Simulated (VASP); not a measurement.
# Fe (Fmmm) in VASP: a series of runs, part 3 of 4

VASP 6.6.1.

## 4. Electric field gradients, PBE, collinear spin, ferromagnetic start (11.89 Å³/atom)

This run uses another cell than the first one, of 11.89 Å³/atom.

The input, INCAR:

```
SYSTEM = Fe
ALGO = Normal
EDIFF = 1E-8
ENCUT = 520
GGA = PE
ISIF = 2
ISMEAR = -1
ISPIN = 2
LASPH = .TRUE.
LCHARG = .FALSE.
LEFG = .TRUE.
LMAXMIX = 4
LORBIT = 11
LREAL = .FALSE.
LWAVE = .FALSE.
MAGMOM = 3
NBANDS = 14
NELM = 150
PREC = Accurate
SIGMA = 0.05
```

The input, KPOINTS:

```
k-points
0
G
  16 16 16
  0 0 0
```

The input, POSCAR:

```
Fe
1.0
    0.0000000000      1.9672918273      1.9909647747
    1.5181582831      0.0000000000      1.9909647747
    1.5181582831      1.9672918273      0.0000000000
Fe
1
Direct
    0.0000000000      0.0000000000      0.0000000000
```

Potentials or basis: VASP PAW PBE potentials, release 64 (Fe).

The run is started by

```console
> cat potpaw_PBE.64/Fe/POTCAR > POTCAR
> mpirun -np 1 vasp_std > vasp.out
```

OUTCAR:

```text
SYSTEM = Fe
   EDIFF = 1E-8
   ENCUT = 520
   GGA = PE
   ISIF = 2
   ISMEAR = -1
   ISPIN = 2
   LASPH = .TRUE.
   LORBIT = 11
   LREAL = .FALSE.
   NELM = 150
   PREC = Accurate

 ion  position               nearest neighbor table
   1  0.000  0.000  0.000-

  LATTYP: Found a face centered orthorhombic cell.
 ALAT       =     3.0363165662
 B/A-ratio  =     1.2958410524
 C/A-ratio  =     1.3114342535

  Lattice vectors:

 A1 = (   0.0000000000,   1.9672918273,   1.9909647747)
 A2 = (   1.5181582831,   0.0000000000,   1.9909647747)
 A3 = (   1.5181582831,   1.9672918273,   0.0000000000)

Analysis of symmetry for initial positions (statically):
=====================================================================
 Subroutine PRICEL returns:
 Original cell was already a primitive cell.

 Routine SETGRP: Setting up the symmetry group for a
 face centered orthorhombic supercell.

 Subroutine GETGRP returns: Found  8 space group operations
 (whereof  8 operations were pure point group operations)
 out of a pool of  8 trial point group operations.

The static configuration has the point symmetry D_2h.

Analysis of symmetry for dynamics (positions and initial velocities):
=====================================================================
 Subroutine PRICEL returns:
 Original cell was already a primitive cell.

 Routine SETGRP: Setting up the symmetry group for a
 face centered orthorhombic supercell.

 Subroutine GETGRP returns: Found  8 space group operations
 (whereof  8 operations were pure point group operations)
 out of a pool of  8 trial point group operations.

The dynamic configuration has the point symmetry D_2h.

Analysis of structural, dynamic, and magnetic symmetry:
=====================================================================
 Subroutine PRICEL returns:
 Original cell was already a primitive cell.

 Routine SETGRP: Setting up the symmetry group for a
 face centered orthorhombic supercell.

 Subroutine GETGRP returns: Found  8 space group operations
 (whereof  8 operations were pure point group operations)
 out of a pool of  8 trial point group operations.

The overall configuration has the point symmetry D_2h.

 Subroutine INISYM returns: Found  8 space group operations
 (whereof  8 operations are pure point group operations),
 and found     1 'primitive' translations

----------------------------------------------------------------------------------------

                                     Primitive cell

  volume of cell :      11.8927

  direct lattice vectors                    reciprocal lattice vectors
     0.000000000  1.967291827  1.990964775    -0.329346423  0.254156497  0.251134529
     1.518158283  0.000000000  1.990964775     0.329346423 -0.254156497  0.251134529
     1.518158283  1.967291827  0.000000000     0.329346423  0.254156497 -0.251134529

  length of vectors
     2.798960140  2.503746254  2.484963120     0.485935328  0.485935328  0.485935328

  position of ions in fractional coordinates (direct lattice)
     0.000000000  0.000000000  0.000000000

  ion indices of the primitive-cell ions
   primitive index   ion index
                 1           1

[... 120 lines left out ...]

 val. band max:        5.3489326390   @ k =   0.2500  -0.1250   0.1875
 cond. band min:       5.3554185461   @ k =  -0.1875   0.2500   0.2500
 fundamental gap:      0.0064859071
 Fermi energy:         5.3548103101

 spin component 1

 k-point     1 :       0.0000    0.0000    0.0000
  band No.  band energies     occupation
      1      -2.8076      1.00000
      2       2.9981      1.00000
      3       3.0799      1.00000
      4       3.3768      1.00000
      5       4.0484      1.00000
      6       4.4096      1.00000
      7      28.8849      0.00000
      8      30.3069      0.00000
      9      30.5481      0.00000
     10      34.2481      0.00000
     11      35.2665      0.00000
     12      35.3424      0.00000
     13      35.9210      0.00000
     14      36.0041      0.00000
[... 379 lines left out ...]
      3       3.0495      1.00000
      4       3.5025      1.00000
      5       3.9577      1.00000
      6       4.3731      1.00000
      7      26.9549      0.00000
      8      28.5213      0.00000
      9      30.0769      0.00000
     10      33.1313      0.00000
     11      33.6077      0.00000
     12      35.3105      0.00000
     13      35.6834      0.00000
     14      37.5923      0.00000

 [... further k-points ...]

 spin component 2

 k-point     1 :       0.0000    0.0000    0.0000
  band No.  band energies     occupation
      1      -2.6332      1.00000
      2       4.9469      0.99971
      3       5.0902      0.99500
      4       5.5697      0.01341
      5       6.7574      0.00000
      6       7.3432      0.00000
      7      28.5895      0.00000
      8      30.0872      0.00000
      9      30.3709      0.00000
     10      34.5842      0.00000
     11      35.3426      0.00000
     12      36.3312      0.00000
     13      36.5944      0.00000
     14      36.6696      0.00000
[... 379 lines left out ...]
      3       5.0326      0.99841
      4       5.6837      0.00139
      5       6.6284      0.00000
      6       7.2994      0.00000
      7      27.0406      0.00000
      8      28.6746      0.00000
      9      29.9347      0.00000
     10      33.6286      0.00000
     11      34.1583      0.00000
     12      35.8900      0.00000
     13      35.9633      0.00000
     14      38.3064      0.00000

 [... further k-points ...]

------------------------ aborting loop because EDIFF is reached ----------------------------------------

  FORCE on cell =-STRESS in cart. coord.  units (eV):
  Direction    XX          YY          ZZ          XY          YZ          ZX
  --------------------------------------------------------------------------------------
  -------------------------------------------------------------------------------------
  Total       -0.8284456     -0.2636649     -0.3608826     -0.0000000      0.0000000      0.0000000
  in kB     -111.6079532    -35.5208576    -48.6180003     -0.0000000      0.0000000      0.0000000
  external PRESSURE =     -65.2489370 kB  Pullay stress =       0.0000000 kB

 VOLUME and BASIS-vectors are now :
 -----------------------------------------------------------------------------
  energy-cutoff  :      520.00
  volume of cell :       11.89
      direct lattice vectors                 reciprocal lattice vectors
     0.000000000  1.967291827  1.990964775    -0.329346423  0.254156497  0.251134529
     1.518158283  0.000000000  1.990964775     0.329346423 -0.254156497  0.251134529
     1.518158283  1.967291827  0.000000000     0.329346423  0.254156497 -0.251134529

 POSITION                                       TOTAL-FORCE (eV/Angst)
 -----------------------------------------------------------------------------------
      0.00000      0.00000      0.00000         0.000000      0.000000      0.000000
 -----------------------------------------------------------------------------------
    total drift:                                0.000000      0.000000      0.000000

  FREE ENERGIE OF THE ION-ELECTRON SYSTEM (eV)
  ---------------------------------------------------
  free  energy   TOTEN  =        -8.2164910830 eV

  energy  without entropy=       -8.2071438145  energy(sigma->0) =       -8.21181745

 Electric field gradients (V/A^2)
---------------------------------------------------------------------
 ion       V_xx      V_yy      V_zz      V_xy      V_xz      V_yz
---------------------------------------------------------------------
   1       4.958    -2.361    -2.597     0.002    -0.003     0.001
---------------------------------------------------------------------

 Electric field gradients after diagonalization (V/A^2)
 (convention: |V_zz| > |V_xx| > |V_yy|)
----------------------------------------------------------------------
 ion       V_xx      V_yy      V_zz     asymmetry (V_yy - V_xx)/ V_zz
----------------------------------------------------------------------
   1      -2.597    -2.361     4.958       0.048
----------------------------------------------------------------------

           NMR quadrupolar parameters

 Cq : quadrupolar parameter    Cq=e*Q*V_zz/h
 eta: asymmetry parameters     (V_yy - V_xx)/ V_zz
 Q  : nuclear electric quadrupole moment in mb (millibarn)
----------------------------------------------------------------------
 ion       Cq(MHz)       eta       Q (mb)
----------------------------------------------------------------------
   1       0.012       0.048       1.000
----------------------------------------------------------------------

 total charge

# of ion       s       p       d       tot
------------------------------------------
    1        0.469   0.500   6.209   7.179

 magnetization (x)

# of ion       s       p       d       tot
------------------------------------------
    1       -0.014  -0.052   2.381   2.315
```

Run time: 2.8 min. Hardware: 1 thread of Intel Xeon 8259CL, shared host; peak memory 0.27 GiB.

Results:

```yaml
Free_energy: -8.2165 eV
Pressure: -6.5 GPa
Net_moment: 2.31 μB per cell
Site_moments: Fe +2.31 μB
Largest_electric_field_gradient_by_atom: Fe +5.0 V/Å²
Valence_electrons_inside_the_program's_atomic_spheres: Fe 7.18
```

Levels at points of the mesh, in eV from the Fermi level:
Spin up:
| k point | band 3 | band 4 | band 5 | band 6 | band 7 | band 8 |
| --- | --- | --- | --- | --- | --- | --- |
| (0.00, 0.00, 0.00) | -2.27 | -1.98 | -1.31 | -0.95 | 23.53 | 24.95 |
| (0.50, 0.00, 0.00) | -1.36 | -0.80 | 0.22 | 0.35 | 6.71 | 18.60 |
| (0.50, 0.50, 0.00) | -0.77 | -0.71 | 0.30 | 0.89 | 7.40 | 16.99 |
| (0.50, 0.00, 0.50) | -0.80 | -0.76 | 0.37 | 1.10 | 7.66 | 16.77 |
| (0.00, 0.50, 0.50) | -0.10 | 0.04 | 0.14 | 7.68 | 10.66 | 10.67 |
Spin down:
| k point | band 1 | band 2 | band 3 | band 4 | band 5 | band 6 | band 7 | band 8 |
| --- | --- | --- | --- | --- | --- | --- | --- | --- |
| (0.00, 0.00, 0.00) | -7.99 | -0.41 | -0.26 | 0.21 | 1.40 | 1.99 | 23.23 | 24.73 |
| (0.50, 0.00, 0.00) | -3.35 | -1.15 | 0.45 | 1.29 | 2.02 | 2.60 | 8.15 | 18.59 |
| (0.50, 0.50, 0.00) | -3.30 | -1.84 | 1.01 | 2.02 | 2.14 | 2.64 | 8.83 | 17.15 |
| (0.50, 0.00, 0.50) | -3.28 | -1.78 | 1.23 | 1.96 | 2.08 | 2.66 | 9.08 | 16.91 |
| (0.00, 0.50, 0.50) | -2.78 | -2.60 | 2.34 | 2.34 | 2.40 | 7.95 | 10.96 | 10.97 |

Electric field gradients, principal values (V/Å²):
| atom | least | middle | greatest (by size) |
| --- | --- | --- | --- |
| 1 Fe | -2.361 | -2.597 | 4.958 |

Caveat: the stress differs along the axes, from -11 to -4 GPa; without QUAD_EFG the Cq values of the log hold for a quadrupole moment of 1 mb, not for the nuclei.

## 5. Electric field gradients, PBE, collinear spin, ferromagnetic start (11.89 Å³/atom)

This run uses another cell than the first one, of 11.89 Å³/atom.

The input, INCAR:

```
PREC     = Accurate       # precision mode
ENCUT    = 520            # plane-wave cutoff, eV
EDIFF    = 1E-8           # SCF threshold, eV
ISMEAR   = -1             # smearing method
SIGMA    = 0.05           # smearing width, eV
LREAL    = False          # projectors in reciprocal space
LASPH    = True           # aspherical terms in the spheres
NELM     = 150            # most SCF steps
ALGO     = Normal         # electronic algorithm
ISIF     = 2              # what is computed and relaxed
LWAVE    = False          # write WAVECAR
LCHARG   = False          # write CHGCAR
ISPIN    = 2              # spin polarisation
MAGMOM   = 3              # initial moments
LORBIT   = 11             # projections on sites
LMAXMIX  = 4              # l up to which the mixer works
GGA      = PE             # functional
LEFG     = True         
NBANDS   = 14             # bands
```

The input, KPOINTS:

```
regular mesh
0
Gamma
  16 16 16
```

POSCAR is that of step 4.

Potentials or basis: VASP PAW PBE potentials, release 64 (Fe).

The run is started by

```console
> cat potpaw_PBE.64/Fe/POTCAR > POTCAR
> mpirun -np 1 vasp_std > vasp.out
```

OUTCAR:

```text
PREC = Accurate
   ENCUT = 520
   EDIFF = 1E-8
   ISMEAR = -1
   LREAL = False
   LASPH = True
   NELM = 150
   ISIF = 2
   ISPIN = 2
   LORBIT = 11
   GGA = PE

 ion  position               nearest neighbor table
   1  0.000  0.000  0.000-

  LATTYP: Found a face centered orthorhombic cell.
 ALAT       =     3.0363165662
 B/A-ratio  =     1.2958410524
 C/A-ratio  =     1.3114342535

  Lattice vectors:

 A1 = (   0.0000000000,   1.9672918273,   1.9909647747)
 A2 = (   1.5181582831,   0.0000000000,   1.9909647747)
 A3 = (   1.5181582831,   1.9672918273,   0.0000000000)

Analysis of symmetry for initial positions (statically):
=====================================================================
 Subroutine PRICEL returns:
 Original cell was already a primitive cell.

 Routine SETGRP: Setting up the symmetry group for a
 face centered orthorhombic supercell.

[... 1025 lines left out ...]
     1.518158283  0.000000000  1.990964775     0.329346423 -0.254156497  0.251134529
     1.518158283  1.967291827  0.000000000     0.329346423  0.254156497 -0.251134529

 POSITION                                       TOTAL-FORCE (eV/Angst)
 -----------------------------------------------------------------------------------
      0.00000      0.00000      0.00000         0.000000      0.000000      0.000000
 -----------------------------------------------------------------------------------
    total drift:                                0.000000      0.000000      0.000000

  FREE ENERGIE OF THE ION-ELECTRON SYSTEM (eV)
  ---------------------------------------------------
  free  energy   TOTEN  =        -8.2164910830 eV

  energy  without entropy=       -8.2071438145  energy(sigma->0) =       -8.21181745

 Electric field gradients (V/A^2)
---------------------------------------------------------------------
 ion       V_xx      V_yy      V_zz      V_xy      V_xz      V_yz
---------------------------------------------------------------------
   1       4.958    -2.361    -2.597     0.002    -0.003     0.001
---------------------------------------------------------------------

 Electric field gradients after diagonalization (V/A^2)
 (convention: |V_zz| > |V_xx| > |V_yy|)
----------------------------------------------------------------------
 ion       V_xx      V_yy      V_zz     asymmetry (V_yy - V_xx)/ V_zz
----------------------------------------------------------------------
   1      -2.597    -2.361     4.958       0.048
----------------------------------------------------------------------

           NMR quadrupolar parameters

 Cq : quadrupolar parameter    Cq=e*Q*V_zz/h
 eta: asymmetry parameters     (V_yy - V_xx)/ V_zz
 Q  : nuclear electric quadrupole moment in mb (millibarn)
----------------------------------------------------------------------
 ion       Cq(MHz)       eta       Q (mb)
----------------------------------------------------------------------
   1       0.012       0.048       1.000
----------------------------------------------------------------------

 total charge

# of ion       s       p       d       tot
------------------------------------------
    1        0.469   0.500   6.209   7.179

 magnetization (x)

# of ion       s       p       d       tot
------------------------------------------
    1       -0.014  -0.052   2.381   2.315
```

It took 3 min on 1 thread of Intel Xeon 8259CL, shared host; peak memory 0.27 GiB.

Results:

```yaml
Free_energy: -8.2165 eV
Pressure: -6.5 GPa
Net_moment: 2.31 μB per cell
Site_moments: Fe +2.31 μB
Largest_electric_field_gradient_by_atom: Fe +5.0 V/Å²
Valence_electrons_inside_the_program's_atomic_spheres: Fe 7.18
```

Stress tensor (GPa, compression positive):
```
-11.16   0.00   0.00
  0.00  -3.55   0.00
  0.00   0.00  -4.86
```

Levels at points of the mesh, in eV from the Fermi level:
Spin up:
```
           k point  band 2  band 3  band 4  band 5  band 6  band 7  band 8  band 9
(0.00, 0.00, 0.00)   -2.36   -2.27   -1.98   -1.31   -0.95   23.53   24.95   25.19
(0.50, 0.00, 0.00)   -3.05   -1.36   -0.80    0.22    0.35    6.71   18.60   20.42
(0.50, 0.50, 0.00)   -3.55   -0.77   -0.71    0.30    0.89    7.40   16.99   18.07
(0.50, 0.00, 0.50)   -3.53   -0.80   -0.76    0.37    1.10    7.66   16.77   17.84
(0.00, 0.50, 0.50)   -4.49   -0.10    0.04    0.14    7.68   10.66   10.67   14.08
```
Spin down:
```tsv
k point	band 1	band 2	band 3	band 4	band 5	band 6
(0.00, 0.00, 0.00)	-7.99	-0.41	-0.26	0.21	1.40	1.99
(0.50, 0.00, 0.00)	-3.35	-1.15	0.45	1.29	2.02	2.60
(0.50, 0.50, 0.00)	-3.30	-1.84	1.01	2.02	2.14	2.64
(0.50, 0.00, 0.50)	-3.28	-1.78	1.23	1.96	2.08	2.66
(0.00, 0.50, 0.50)	-2.78	-2.60	2.34	2.34	2.40	7.95
```

Electric field gradients, principal values (V/Å²):
| atom | least | middle | greatest (by size) |
| --- | --- | --- | --- |
| 1 Fe | -2.361 | -2.597 | 4.958 |

Caveat: the stress differs along the axes, from -11 to -4 GPa; without QUAD_EFG the Cq values of the log hold for a quadrupole moment of 1 mb, not for the nuclei.

(Part 3 of 4 ends here.)
